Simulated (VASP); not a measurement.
Set up this calculation in VASP 6.6.1, as the native input.

```yaml
Task: single point
Functional: PBE
Potentials_or_basis: VASP PAW PBE potentials, release 64 (Pt)
Cutoff: 520 eV
k_mesh: 14 × 14 × 14
Occupations: tetrahedron
Spin: no spin polarisation
Dipole_correction: no
Further_INCAR_settings: ALGO = Normal; EDIFF = 1e-07; NBANDS = 11
```

The structure of Pt lies in POSCAR:

```
Pt
1.0
    0.0000000000      1.8690500000      1.8690500000
    1.8690500000      0.0000000000      1.8690500000
    1.8690500000      1.8690500000      0.0000000000
Pt
1
Direct
    0.0000000000      0.0000000000      0.0000000000
```

The input as run:

INCAR

```
PREC = Accurate
ENCUT = 520
EDIFF = 1E-7
ISMEAR = -5
SIGMA = 0.1
LREAL = False
LASPH = True
NELM = 60
ALGO = Normal
ISIF = 2
LWAVE = False
LCHARG = True
GGA = PE
LELF = True
LVHAR = True
NBANDS = 11
```

KPOINTS

```
regular mesh
0
Gamma
  14 14 14
```

Potentials or basis: VASP PAW PBE potentials, release 64 (Pt).

Command:

```sh
$ cat potpaw_PBE.64/Pt/POTCAR > POTCAR
$ mpirun -np 1 vasp_std > vasp.out
```

It gave:

```json
{
  "Pressure": "72.2 GPa",
  "Band gap on the k mesh": "zero (band 5 reaches 14.95 eV, above the bottom of band 6 at 12.07 eV)"
}
```

Caveat: spin-orbit coupling is left out, which moves the levels of the heavy elements; tetrahedron occupations give inexact forces and stress in metals.

It took 6.7 s on 1 thread of Intel Xeon 6975P-C (shared host), peak memory 0.14 GiB.
